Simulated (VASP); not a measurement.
# Rb4Sn2Pt7 in VASP: a series of runs, part 2 of 2

VASP 6.6.1. Earlier steps stand in the parts before.

## (3) Single point, PBE

File INCAR:

```
PREC = Accurate ; ENCUT = 400
EDIFF = 1E-6 ; ISMEAR = -1
SIGMA = 0.1 ; LREAL = F
LASPH = T ; NELM = 120
ALGO = Normal ; ISIF = 2
LWAVE = F ; LCHARG = F
GGA = PE ; NBANDS = 79
GGA_COMPAT = F
```

File KPOINTS:

```
Automatic mesh
0
Gamma
  2 2 2
```

File POSCAR:

```
Rb4Sn2Pt7
1.0
    6.8698860000     -0.2420320000      0.7856290000
   -0.4610940000      8.2370640000      0.0600580000
    0.3762400000     -0.0880620000      6.9856300000
Sn Rb Pt
2 4 7
Direct
    0.3938627647      0.2707722102      0.8068364561
    0.4910428184      0.0265109553      0.5309027714
    0.1567031162      0.1101774450      0.2357713550
    0.1090904241      0.7747011940      0.7920776501
    0.6757511822      0.0328144676     -0.0037875606
    0.6216956319      0.6145895103      0.7823793796
    0.9115577802      0.2452644162      0.6251565975
    0.2296589941      0.4907432194      0.1439949121
    0.9402865107      0.5932058134      0.4205653455
    0.8656805360      0.4891149258      0.0698207609
    0.4098137325      0.7641967258      0.3075481124
    0.6335974400      0.3404224777      0.3978433418
    0.8132288950      0.9152708700      0.5210001759
```

Potentials or basis: VASP PAW PBE potentials, release 64 (Sn_d, Rb_sv, Pt).

Run with:

```bash
$ cat potpaw_PBE.64/Sn_d/POTCAR potpaw_PBE.64/Rb_sv/POTCAR potpaw_PBE.64/Pt/POTCAR > POTCAR
$ mpirun -np 1 vasp_std > vasp.out
```

OUTCAR:

```text
PREC = Accurate
   ENCUT = 400
   EDIFF = 1E-6
   ISMEAR = -1
   LREAL = F
   LASPH = T
   NELM = 120
   ISIF = 2
   GGA = PE

 ion  position               nearest neighbor table
   1  0.394  0.271  0.807-   2 2.83  12 3.09   8 3.09   6 3.11   5 3.32   3 3.39   7 3.62   4 4.39
                             3 4.70   4 4.77
   2  0.491  0.027  0.531-  13 2.48  11 2.73  12 2.80   1 2.83   7 3.44   3 3.46   4 3.48   5 3.69
                             5 3.74   6 4.08   3 4.71
   3  0.157  0.110  0.236-  13 3.16   8 3.19   7 3.21   1 3.39   2 3.46  11 3.56   5 3.81   5 3.97
                            12 3.98  10 4.14   4 4.18  12 4.22   9 4.49   9 4.52   1 4.70   2 4.71
   4  0.109  0.775  0.792-  10 3.23  13 3.30   9 3.32   2 3.48   6 3.52   8 3.66  11 3.67   6 3.88
                             5 3.90   3 4.18   1 4.39   7 4.46  11 4.46   9 4.58   5 4.72   3 4.74
   5  0.676  0.033  0.996-   7 3.26   1 3.32  11 3.32  13 3.46   2 3.69   2 3.74   6 3.76  12 3.76
                             3 3.81   4 3.90  10 3.93   3 3.97  13 4.09   4 4.72   6 5.10   3 5.79
   6  0.622  0.615  0.782-  10 3.07   9 3.08   1 3.11  13 3.15   8 3.47  12 3.50   4 3.52   5 3.76
                             7 3.85   4 3.88  11 3.95   2 4.08  11 4.09   5 5.10   3 5.67
[... 870 lines left out ...]
  FORCE on cell =-STRESS in cart. coord.  units (eV):
  Direction    XX          YY          ZZ          XY          YZ          ZX
  --------------------------------------------------------------------------------------
  -------------------------------------------------------------------------------------
  Total       -4.7117752    -11.0411869     -8.3749377     -0.3682120     -5.7987147     -0.9873191
  in kB      -19.2505851    -45.1102398    -34.2169234     -1.5043793    -23.6914214     -4.0338237
  external PRESSURE =     -32.8592494 kB  Pullay stress =       0.0000000 kB

 VOLUME and BASIS-vectors are now :
 -----------------------------------------------------------------------------
  energy-cutoff  :      400.00
  volume of cell :      392.15
      direct lattice vectors                 reciprocal lattice vectors
     6.869886000 -0.242032000  0.785629000     0.146746153  0.008271416 -0.007799350
    -0.461094000  8.237064000  0.060058000     0.004135065  0.121624398  0.001310506
     0.376240000 -0.088062000  6.985630000    -0.016539149 -0.001975882  0.144016887

 POSITION                                       TOTAL-FORCE (eV/Angst)
 -----------------------------------------------------------------------------------
      2.88450      2.06399      5.96195        -1.011206      0.726402     -0.738319
      3.56093      0.05277      4.09606        -0.234500      0.219174     -1.195944
      1.11444      0.84885      1.77674        -0.260850     -0.036319      0.111722
      0.69024      6.28511      5.66539         0.362640     -0.188388      0.211490
      5.00202      0.01901      7.49203         0.512985     -0.083801      0.650791
      4.28196      4.84304      5.99075        -0.439798      0.588378      0.070517
      6.38442      1.74458      5.09799        -0.869524      0.100334     -0.297319
      1.40563      3.97402      1.21579         0.163052      0.528325     -0.205948
      6.34437      4.62166      3.71226         0.185579     -0.057012     -0.999168
      5.74787      3.81320      1.19722         0.412142     -1.075638      1.103100
      2.57872      6.16847      2.51628        -0.471920     -0.463610      0.592633
      4.34546      2.61570      3.29740         0.347745      0.049895      0.805246
      5.36079      7.29644      4.33338         1.303656     -0.307742     -0.108801
 -----------------------------------------------------------------------------------
    total drift:                                0.000511     -0.001085     -0.000126

  FREE ENERGIE OF THE ION-ELECTRON SYSTEM (eV)
  ---------------------------------------------------
  free  energy   TOTEN  =       -48.2466711837 eV

  energy  without entropy=      -47.9162011524  energy(sigma->0) =      -48.08143617
```

stdout:

```text
POSCAR found type information on POSCAR SnRbPt
 POSCAR found :  3 types and      13 ions
 scaLAPACK will be used
 LDA part: xc-table for (Slater+PW92), standard interpolation
 POSCAR, INCAR and KPOINTS ok, starting setup
 FFT: planning ... GRIDC
 FFT: planning ... GRID_SOFT
 FFT: planning ... GRID
 WAVECAR not read
 entering main loop
```

Run time: 8.3 min. Hardware: 1 thread of Intel Xeon 8259CL, shared host; peak memory 0.42 GiB.

What came out:

| Quantity | Value |
| --- | --- |
| Free energy | -48.2467 eV |
| Pressure | -3.3 GPa |
| Largest force | 1.595 eV/Å |
| Band gap on the k mesh | zero (bands 67 and 68 overlap by 0.04 eV) |

Forces on the atoms (eV/Å):
```
Sn  -1.011  0.726 -0.738
Sn  -0.234  0.219 -1.196
Rb  -0.261 -0.036  0.112
Rb   0.363 -0.188  0.211
Rb   0.513 -0.084  0.651
Rb  -0.440  0.588  0.071
Pt  -0.870  0.100 -0.297
Pt   0.163  0.528 -0.206
Pt   0.186 -0.057 -0.999
Pt   0.412 -1.076  1.103
Pt  -0.472 -0.464  0.593
Pt   0.348  0.050  0.805
Pt   1.304 -0.308 -0.109
```

Levels at points of the mesh, in eV from the Fermi level:
| k point | band 64 | band 65 | band 66 | band 67 | band 68 | band 69 | band 70 | band 71 |
| --- | --- | --- | --- | --- | --- | --- | --- | --- |
| (0.00, 0.00, 0.00) | -0.50 | -0.37 | -0.23 | -0.07 | 0.24 | 0.32 | 0.78 | 1.03 |
| (0.50, 0.00, 0.00) | -0.59 | -0.56 | -0.28 | -0.12 | 0.09 | 0.57 | 0.92 | 0.99 |
| (0.00, 0.50, 0.00) | -0.56 | -0.37 | -0.19 | -0.06 | 0.26 | 0.38 | 0.50 | 1.16 |
| (0.50, 0.50, 0.00) | -0.53 | -0.51 | -0.37 | -0.05 | -0.01 | 0.44 | 0.82 | 1.20 |
| (0.00, 0.00, 0.50) | -0.53 | -0.44 | -0.31 | -0.11 | 0.09 | 0.30 | 0.55 | 0.96 |
| (0.50, 0.00, 0.50) | -0.61 | -0.46 | -0.27 | -0.09 | -0.02 | 0.21 | 0.41 | 1.01 |
| (0.00, 0.50, 0.50) | -0.56 | -0.29 | -0.18 | -0.07 | 0.14 | 0.25 | 0.55 | 0.96 |
| (0.50, 0.50, 0.50) | -0.56 | -0.52 | -0.41 | -0.23 | -0.09 | 0.73 | 0.96 | 1.38 |

Caveat: the k points lie up to 0.46 Å⁻¹ apart; spin-orbit coupling is left out, which moves the levels of the heavy elements.

## (4) Single point, PBE

File INCAR:

```
  PREC = Accurate
  ENCUT = 400
  EDIFF = 1E-6
  ISMEAR = -1
  SIGMA = 0.1
  LREAL = F
  LASPH = T
  NELM = 120
  ALGO = Normal
  ISIF = 2
  LWAVE = F
  LCHARG = F
  GGA = PE
  NBANDS = 79
  GGA_COMPAT = F
```

KPOINTS is that of step 3.

File POSCAR:

```
Rb4Sn2Pt7
1.0
    6.8698860000     -0.2420320000      0.7856290000
   -0.4610940000      8.2370640000      0.0600580000
    0.3762400000     -0.0880620000      6.9856300000
Sn Rb Pt
2 4 7
Direct
    0.3891636560      0.2811596926      0.8036760975
    0.5099981445      0.0263095476      0.5309617843
    0.1504485541      0.1194241886      0.2484195234
    0.1104081082      0.7609994310      0.7891908224
    0.6696862934      0.0260476989     -0.0075963579
    0.6357853956      0.6107725733      0.7736295476
    0.9072723764      0.2393522431      0.6222865358
    0.2232201745      0.4962805674      0.1429375932
    0.9355145657      0.5891171075      0.4118672807
    0.8687121268      0.4902759543      0.0653094377
    0.4110421094      0.7614799884      0.3246582532
    0.6319782194      0.3412510155      0.3919000477
    0.8160561736      0.9208518799      0.5300829105
```

Run with:

```bash
$ cat potpaw_PBE.64/Sn_d/POTCAR potpaw_PBE.64/Rb_sv/POTCAR potpaw_PBE.64/Pt/POTCAR > POTCAR
$ mpirun -np 1 vasp_std > vasp.out
```

It took 8.4 min on 1 thread of Intel Xeon 8259CL, shared host; peak memory 0.42 GiB.

It converged, with:

| Quantity | Value |
| --- | --- |
| Free energy | -48.1266 eV |
| Pressure | -2.0 GPa |
| Largest force | 3.117 eV/Å |
| Band gap on the k mesh | zero (bands 67 and 68 overlap by 0.05 eV) |

Forces in eV/Å, atoms in the order of the input:
```
Sn  -1.132  0.199 -0.725
Sn  -2.247  1.139 -1.230
Rb   0.076 -0.070 -0.148
Rb   0.570  0.043  0.108
Rb   0.397 -0.032  0.773
Rb  -0.564  0.654  0.162
Pt  -0.847  0.353 -0.046
Pt   0.745  0.409 -0.252
Pt   0.238  0.159 -0.630
Pt   0.026 -1.255  0.867
Pt  -0.427 -0.453  0.363
Pt   0.300  0.080  0.826
Pt   2.864 -1.228 -0.068
```

Stress tensor (GPa, compression positive):
```
 0.25 -0.57 -0.36
-0.57 -3.67 -2.37
-0.36 -2.37 -2.59
```

Levels at points of the mesh, in eV from the Fermi level:
```
           k point  band 65  band 66  band 67  band 68  band 69  band 70
(0.00, 0.00, 0.00)    -0.37    -0.21    -0.08     0.21     0.35     0.76
(0.50, 0.00, 0.00)    -0.59    -0.28    -0.12     0.09     0.63     0.90
(0.00, 0.50, 0.00)    -0.42    -0.18    -0.04     0.28     0.42     0.49
(0.50, 0.50, 0.00)    -0.49    -0.39    -0.06     0.04     0.42     0.81
(0.00, 0.00, 0.50)    -0.45    -0.33    -0.15     0.12     0.31     0.52
(0.50, 0.00, 0.50)    -0.47    -0.29    -0.07    -0.01     0.21     0.44
(0.00, 0.50, 0.50)    -0.30    -0.20    -0.11     0.13     0.28     0.60
(0.50, 0.50, 0.50)    -0.54    -0.41    -0.24    -0.10     0.71     1.03
```

Caveat: the k points lie up to 0.46 Å⁻¹ apart; spin-orbit coupling is left out, which moves the levels of the heavy elements.

## (5) Overview

| cell | gap on the mesh (eV) | pressure (GPa) | largest force (eV/Å) |
| --- | --- | --- | --- |
| as given, atomic positions A | none | -4.1 | 1.76 |
| as given, atomic positions B | none | -3.3 | 1.59 |
| as given, atomic positions C | none | -2.0 | 3.12 |

Alike in all rows: task single point; level PBE; potentials or basis VASP PAW PBE potentials, release 64 (Sn_d, Rb_sv, Pt); no spin polarisation; k mesh 2 × 2 × 2; cutoff (eV) 400; smearing fermi-dirac 0.1 eV.

Caveats: all runs use coarse meshes; spin-orbit coupling is left out, which moves the levels of the heavy elements.

Total energies depend on the potentials used, so only differences within one code and one set of settings carry meaning.
